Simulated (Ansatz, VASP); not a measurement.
Two plane-wave programs on HfO2

```
Hf O
1.0
     3.65837    0.00000    0.00000
     0.00000    3.57143    0.00000
     0.00000    0.00000    5.25968
Hf O
2 4
Cartesian
  1.8292 1.7857 2.6416
  0.0000 0.0000 -0.0117
  0.0000 1.7857 3.6396
  1.8292 0.0000 4.2500
  1.8292 0.0000 1.6123
  0.0000 1.7857 1.0176
```

Alike in both runs: task single point; functional PBE; k mesh 6 × 6 × 4; occupations gaussian, width 0.02 eV; no spin polarisation.

```csv
,VASP,Ansatz
version,VASP 6.6.1,Ansatz 0.2.0
potentials or method,"VASP PAW PBE potentials, release 64 (Hf_pv, O), cutoff 520 eV","scalar-relativistic, plane waves, PAW"
valence electrons in the cell,44,76
```

|  | VASP | Ansatz | Ansatz less VASP |
| --- | --- | --- | --- |
| gap on the k mesh at the Fermi level (eV) | 4.58 | 4.61 | +0.032 |
| least direct gap on the mesh (eV) | 4.65 | 4.68 | +0.027 |
| pressure (GPa) | -4.1 | -1.0 | +3.11 |
| traceless stress, the component that is largest in VASP (GPa) | -2.02 | -1.99 | +0.027 |
| rms of the force components (eV/Å) | 0.024 | 0.000 | -0.0240 |

Atom by atom the forces differ by 0.024 eV/Å (rms over components). VASP's potentials hold 44 valence electrons a cell and Ansatz's 76, so a difference there can come from the potentials and not from the codes.

Neither program's run includes spin-orbit coupling.
